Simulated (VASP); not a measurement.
# BN (F-43m) in VASP: notebook

BN is run at these levels: LDA; tasks: single point.

Everything below comes from runs of VASP 6.6.1. Logs are shortened: lines on timing, memory, paths and dates and some standing lists are left out, and cuts for length are marked.

## Step 1: The cell of the first run

The structure is cubic, space group F-43m (No. 216). Conventional cell: a = 3.580 Å, b = 3.580 Å, c = 3.580 Å, α = 90.00°, β = 90.00°, γ = 90.00°. Within 2.1 Å of B (site symmetry -43m) lie 4 N at 1.55 Å. N (site symmetry -43m) has 4 B at 1.55 Å within 2.1 Å.

## Step 2: Single point, LDA

INCAR reads:

```
ALGO = Normal
EDIFF = 1E-6
ENCUT = 1330
GGA_COMPAT = False
ISIF = 2
ISMEAR = 0
LASPH = True
LCHARG = False
LREAL = False
LWAVE = False
NBANDS = 11
NELM = 120
PREC = Accurate
SIGMA = 0.05
```

KPOINTS reads:

```
k-points
0
Gamma
  12 12 12
```

POSCAR reads:

```
BN
1.0
    0.0000000000      1.7899977716      1.7899977716
    1.7899977716      0.0000000000      1.7899977716
    1.7899977716      1.7899977716      0.0000000000
B N
1 1
Direct
    0.0000000000      0.0000000000      0.0000000000
    0.7500000000      0.7500000000      0.7500000000
```

Potentials or basis: VASP PAW LDA potentials, release 64 (B_h, N_h).

Launch:

```sh
cat potpaw_LDA.64/B_h/POTCAR potpaw_LDA.64/N_h/POTCAR > POTCAR
mpirun -np 1 vasp_std > vasp.out
```

OUTCAR:

```text
EDIFF = 1E-6
   ENCUT = 1330
   ISIF = 2
   ISMEAR = 0
   LASPH = True
   LREAL = False
   NELM = 120
   PREC = Accurate

 ion  position               nearest neighbor table
   1  0.000  0.000  0.000-
   2  0.750  0.750  0.750-

  LATTYP: Found a face centered cubic cell.
 ALAT       =     3.5799955432

  Lattice vectors:

 A1 = (   0.0000000000,   1.7899977716,   1.7899977716)
 A2 = (   1.7899977716,   0.0000000000,   1.7899977716)
 A3 = (   1.7899977716,   1.7899977716,   0.0000000000)

Analysis of symmetry for initial positions (statically):
=====================================================================
 Subroutine PRICEL returns:
 Original cell was already a primitive cell.

 Routine SETGRP: Setting up the symmetry group for a
 face centered cubic supercell.

 Subroutine GETGRP returns: Found 24 space group operations
 (whereof 24 operations were pure point group operations)
 out of a pool of 48 trial point group operations.

The static configuration has the point symmetry T_d .

Analysis of symmetry for dynamics (positions and initial velocities):
=====================================================================
 Subroutine PRICEL returns:
 Original cell was already a primitive cell.

 Routine SETGRP: Setting up the symmetry group for a
 face centered cubic supercell.

 Subroutine GETGRP returns: Found 24 space group operations
 (whereof 24 operations were pure point group operations)
 out of a pool of 48 trial point group operations.

The dynamic configuration has the point symmetry T_d .

 Subroutine INISYM returns: Found 24 space group operations
 (whereof 24 operations are pure point group operations),
 and found     1 'primitive' translations

----------------------------------------------------------------------------------------

                                     Primitive cell

  volume of cell :      11.4706

  direct lattice vectors                    reciprocal lattice vectors
     0.000000000  1.789997772  1.789997772    -0.279329957  0.279329957  0.279329957
     1.789997772  0.000000000  1.789997772     0.279329957 -0.279329957  0.279329957
     1.789997772  1.789997772  0.000000000     0.279329957  0.279329957 -0.279329957

  length of vectors
     2.531439125  2.531439125  2.531439125     0.483813677  0.483813677  0.483813677

  position of ions in fractional coordinates (direct lattice)
     0.000000000  0.000000000  0.000000000
     0.750000000  0.750000000  0.750000000

  ion indices of the primitive-cell ions
   primitive index   ion index
                 1           1
                 2           2

----------------------------------------------------------------------------------------

 KPOINTS: k-points

Automatic generation of k-mesh.
 Grid dimensions read from file:
 generate k-points for:   12   12   12

 Generating k-lattice:

  Cartesian coordinates                     Fractional coordinates (reciprocal lattice)
    -0.023277496  0.023277496  0.023277496     0.083333333  0.000000000  0.000000000
     0.023277496 -0.023277496  0.023277496     0.000000000  0.083333333  0.000000000
     0.023277496  0.023277496 -0.023277496     0.000000000  0.000000000  0.083333333

  Length of vectors
     0.040317806  0.040317806  0.040317806

  Shift w.r.t. Gamma in fractional coordinates (k-lattice)
     0.000000000  0.000000000  0.000000000

 Subroutine IBZKPT returns following result:
 ===========================================

 Found     72 irreducible k-points:

 Following reciprocal coordinates:
            Coordinates               Weight
  0.000000  0.000000  0.000000      1.000000
  0.083333  0.000000  0.000000      8.000000
  0.166667  0.000000  0.000000      8.000000
  0.250000  0.000000  0.000000      8.000000
  0.333333  0.000000  0.000000      8.000000
  0.416667  0.000000  0.000000      8.000000
[... 16 lines left out ...]
  0.500000  0.166667  0.000000     24.000000
 -0.416667  0.166667  0.000000     24.000000
 [... further k-points ...]
   k-points           NKPTS =     72   k-points in BZ     NKDIM =     72   number of bands    NBANDS=     11
   number of dos      NEDOS =    301   number of ions     NIONS =      2
   total plane-waves  NPLWV =  27000
   dimension x,y,z NGX =    30 NGY =   30 NGZ =   30
   dimension x,y,z NGXF=    60 NGYF=   60 NGZF=   60
   ions per type =               1   1
   NGX,Y,Z   is equivalent  to a cutoff of  19.70, 19.70, 19.70 a.u.
   NGXF,Y,Z  is equivalent  to a cutoff of  39.40, 39.40, 39.40 a.u.
 SYSTEM =  unknown system
   PREC   = accura    normal or accurate (medium, high low for compatibility)
   ISTART =      0    job   : 0-new  1-cont  2-samecut
   ICHARG =      2    charge: 1-file 2-atom 10-const
   ISPIN  =      1    spin polarized calculation?
   LNONCOLLINEAR =      F non collinear calculations
   LSORBIT =      F    spin-orbit coupling
   LASPH  =      T    aspherical Exc in radial PAW
   ENCUT  = 1330.0 eV  97.75 Ry    9.89 a.u.   7.53  7.53  7.53*2*pi/ulx,y,z
   NELM   =    120;   NELMIN=  2; NELMDL= -5     # of ELM steps
   EDIFF  = 0.1E-05   stopping-criterion for ELM
   LREAL  =      F    real-space projection
   EDIFFG = 0.1E-04   stopping-criterion for IOM
   NSW    =      0    number of steps for IOM
   IBRION =     -1    ionic relax: 0-MD 1-quasi-New 2-CG
   NFREE  =      0    steps in history (QN), initial steepest desc. (CG)
   ISIF   =      2    stress and relaxation
   ISYM   =      2    0-nonsym 1-usesym 2-fastsym
   POTIM  = 0.5000    time-step for ionic-motion
   TEBEG  =    0.0;   TEEND  =   0.0 temperature during run
   PSTRESS=    0.0 pullay stress
   NELECT =       8.0000    total number of electrons
   NUPDOWN=      -1.0000    fix difference up-down
   EMIN   =  10.00;   EMAX   =-10.00  energy-range for DOS
   EFERMI =   0.00;   METHOD = LEGACY
   ISMEAR =     0;   SIGMA  =   0.05  broadening in eV -4-tet -1-fermi 0-gaus
   EFERMI_NEDOS =   21; number of points for ismear=-14 and -15
   IALGO  =     38    algorithm
   IMIX   =      4    mixing-type and parameters
     AMIX     =   0.40;   BMIX     =  1.00
     AMIX_MAG =   1.60;   BMIX_MAG =  1.00
  volume/ion in A,a.u.               =       5.74        38.70
  Fermi-wavevector in a.u.,A,eV,Ry     =   1.451807  2.743518 28.677608  2.107745
  Thomas-Fermi vector in A             =   2.569262
   LORBIT       =      0    0 simple, 1 ext, 2 COOP (PROOUT), +10 PAW based schemes
   GGA     = CA    functional components
   LHFCALC =     F    Hartree Fock is set to
   AEXX    =    0.0000 exact exchange contribution
   IVDW    =     0    specifies the selected vdW correction
   LEPSILON=     F    determine dielectric tensor
   LRPA    =     F    only Hartree local field effects (RPA)
 non-spin polarized calculation
 Gauss-broadening in eV      SIGMA  =   0.05
  energy-cutoff  :     1330.00
  volume of cell :       11.47
 maximum number of plane-waves:      1283
   NGX = 15   NGY = 15   NGZ = 15

 number of electron       8.0000000 magnetization

 Free energy of the ion-electron system (eV)
  ---------------------------------------------------
  ext. energy  EPLUGINS =         0.00000000
  ---------------------------------------------------
  free energy    TOTEN  =       -19.42114771 eV

  energy without entropy =      -19.42114771  energy(sigma->0) =      -19.42114771

 E-fermi :   9.5524     XC(G=0): -13.4105

 val. band max:        9.2619755275   @ k =   0.0000   0.0000   0.0000
 cond. band min:      13.6441986887   @ k =   0.5000   0.5000   0.0000
 fundamental gap:      4.3822231612
 Fermi energy:         9.5524144690

 k-point     1 :       0.0000    0.0000    0.0000
  band No.  band energies     occupation
      1     -11.1425      2.00000
      2       9.2620      2.00000
      3       9.2620      2.00000
      4       9.2620      2.00000
      5      18.0870      0.00000
      6      18.0870      0.00000
      7      18.0870      0.00000
      8      20.1785      0.00000
      9      34.3111      0.00000
     10      37.3971      0.00000
     11      37.3971      0.00000

 k-point     2 :       0.0833    0.0000    0.0000
  band No.  band energies     occupation
      1     -10.9690      2.00000
      2       8.3386      2.00000
      3       9.0737      2.00000
      4       9.0737      2.00000
      5      18.3566      0.00000
      6      18.3704      0.00000
      7      18.3704      0.00000
      8      20.6905      0.00000
      9      33.9850      0.00000
     10      35.0180      0.00000
     11      35.0180      0.00000

 k-point     3 :       0.1667    0.0000    0.0000
  band No.  band energies     occupation
      1     -10.4542      2.00000
      2       6.2066      2.00000
      3       8.6174      2.00000
      4       8.6174      2.00000
      5      18.7922      0.00000
      6      19.0255      0.00000
      7      19.0255      0.00000
      8      21.9115      0.00000
      9      33.2837      0.00000
     10      33.4230      0.00000
     11      33.4230      0.00000

 k-point     4 :       0.2500    0.0000    0.0000
  band No.  band energies     occupation
      1      -9.6195      2.00000
      2       3.6918      2.00000
      3       8.0929      2.00000
      4       8.0929      2.00000
      5      19.1997      0.00000
      6      19.6439      0.00000
      7      19.6439      0.00000
      8      23.1281      0.00000
      9      32.7261      0.00000
     10      33.0127      0.00000
     11      33.0127      0.00000

 k-point     5 :       0.3333    0.0000    0.0000
  band No.  band energies     occupation
      1      -8.5232      2.00000
      2       1.2395      2.00000
      3       7.6472      2.00000
      4       7.6472      2.00000
      5      19.5475      0.00000
      6      19.9518      0.00000
      7      19.9518      0.00000
      8      23.9692      0.00000
      9      32.5497      0.00000
     10      33.8312      0.00000
     11      33.8312      0.00000
[... 211 lines left out ...]
 k-point    21 :       0.3333    0.1667    0.0000
  band No.  band energies     occupation
      1      -8.7037      2.00000
      2       3.0873      2.00000
      3       6.3883      2.00000
      4       6.7341      2.00000
      5      17.3996      0.00000
      6      21.8556      0.00000
      7      22.1664      0.00000
      8      22.1972      0.00000
      9      28.8357      0.00000
     10      36.0218      0.00000
     11      37.6642      0.00000

 k-point    22 :       0.4167    0.1667    0.0000
  band No.  band energies     occupation
      1      -7.5874      2.00000
      2       0.9235      2.00000
      3       6.0686      2.00000
      4       6.2009      2.00000
      5      17.8025      0.00000
      6      21.9533      0.00000
      7      22.2436      0.00000
      8      23.2204      0.00000
      9      29.7295      0.00000
     10      35.8055      0.00000
     11      37.9331      0.00000

 k-point    23 :       0.5000    0.1667    0.0000
  band No.  band energies     occupation
      1      -6.5489      2.00000
      2      -0.7165      2.00000
      3       5.4650      2.00000
      4       6.2783      2.00000
      5      18.1455      0.00000
      6      21.9415      0.00000
      7      21.9867      0.00000
      8      24.5272      0.00000
      9      30.0829      0.00000
     10      35.9818      0.00000
     11      37.1120      0.00000

 k-point    24 :      -0.4167    0.1667    0.0000
  band No.  band energies     occupation
      1      -6.3440      2.00000
      2      -1.0077      2.00000
      3       5.0481      2.00000
      4       6.6054      2.00000
      5      18.5972      0.00000
      6      21.5815      0.00000
      7      21.8124      0.00000
      8      25.1619      0.00000
      9      30.3658      0.00000
     10      34.8030      0.00000
     11      36.2446      0.00000

 [... further k-points ...]

------------------------ aborting loop because EDIFF is reached ----------------------------------------

  FORCE on cell =-STRESS in cart. coord.  units (eV):
  Direction    XX          YY          ZZ          XY          YZ          ZX
  --------------------------------------------------------------------------------------
  -------------------------------------------------------------------------------------
  Total        0.0636110      0.0636110      0.0636110      0.0000000      0.0000000     -0.0000000
  in kB        8.8849586      8.8849586      8.8849586      0.0000000      0.0000000     -0.0000000
  external PRESSURE =       8.8849586 kB  Pullay stress =       0.0000000 kB

 VOLUME and BASIS-vectors are now :
 -----------------------------------------------------------------------------
  energy-cutoff  :     1330.00
  volume of cell :       11.47
      direct lattice vectors                 reciprocal lattice vectors
     0.000000000  1.789997772  1.789997772    -0.279329957  0.279329957  0.279329957
     1.789997772  0.000000000  1.789997772     0.279329957 -0.279329957  0.279329957
     1.789997772  1.789997772  0.000000000     0.279329957  0.279329957 -0.279329957

 POSITION                                       TOTAL-FORCE (eV/Angst)
 -----------------------------------------------------------------------------------
      0.00000      0.00000      0.00000         0.000000     -0.000000      0.000000
      2.68500      2.68500      2.68500        -0.000000      0.000000     -0.000000
 -----------------------------------------------------------------------------------
    total drift:                               -0.000000     -0.000000      0.000000

  FREE ENERGIE OF THE ION-ELECTRON SYSTEM (eV)
  ---------------------------------------------------
  free  energy   TOTEN  =       -19.4211477103 eV

  energy  without entropy=      -19.4211477103  energy(sigma->0) =      -19.42114771
```

Run time: 30 s. Hardware: 1 thread of Intel Xeon Platinum 8175M at 2.50GHz (Skylake/Cascade Lake), shared host; peak memory 0.16 GiB.

What came out:

| Property | Result |
| --- | --- |
| Free energy | -19.4211 eV |
| Pressure | 0.9 GPa |
| Band gap on the k mesh | 4.38 eV (least direct gap 8.82 eV) |

Levels at points of the mesh, in eV from the valence-band top:
| k point | band 1 | band 2 | band 3 | band 4 | band 5 | band 6 | band 7 | band 8 | band 9 |
| --- | --- | --- | --- | --- | --- | --- | --- | --- | --- |
| (0.00, 0.00, 0.00) | -20.40 | 0.00 | 0.00 | 0.00 | 8.82 | 8.82 | 8.82 | 10.92 | 25.05 |
| (0.50, 0.00, 0.00) | -15.98 | -10.98 | -2.00 | -2.00 | 10.60 | 10.73 | 10.73 | 15.31 | 23.51 |
| (0.50, 0.50, 0.00) | -14.56 | -9.08 | -5.07 | -5.07 | 4.38 | 9.32 | 18.15 | 18.15 | 21.01 |

A k mesh can miss the band edges.

## Step 3: Single point, LDA

INCAR reads:

```
SYSTEM = BN
PREC = Accurate
ENCUT = 1330
EDIFF = 1E-6
ISMEAR = 0
SIGMA = 0.05
LREAL = .FALSE.
LASPH = .TRUE.
NELM = 120
ALGO = Normal
ISIF = 2
LWAVE = .FALSE.
LCHARG = .FALSE.
NBANDS = 11
GGA_COMPAT = .FALSE.
```

KPOINTS reads:

```
regular mesh
0
G
  12 12 12
  0 0 0
```

POSCAR is that of step 2.

Potentials or basis: VASP PAW LDA potentials, release 64 (B_h, N_h).

Launch:

```sh
cat potpaw_LDA.64/B_h/POTCAR potpaw_LDA.64/N_h/POTCAR > POTCAR
mpirun -np 1 vasp_std > vasp.out
```

It took 33 s on 1 thread of AMD EPYC 7R43 (Zen 3), shared host; peak memory 0.12 GiB.

The run converged. Its results:

| Item | Value |
| --- | --- |
| Free energy | -19.4211 eV |
| Pressure | 0.9 GPa |
| Band gap on the k mesh | 4.38 eV (least direct gap 8.82 eV) |

Levels at points of the mesh, in eV from the valence-band top:
```csv
k point,band 2,band 3,band 4,band 5,band 6,band 7
"(0.00, 0.00, 0.00)",0.00,0.00,0.00,8.82,8.82,8.82
"(0.50, 0.00, 0.00)",-10.98,-2.00,-2.00,10.60,10.73,10.73
"(0.50, 0.50, 0.00)",-9.08,-5.07,-5.07,4.38,9.32,18.15
```

A k mesh can miss the band edges.
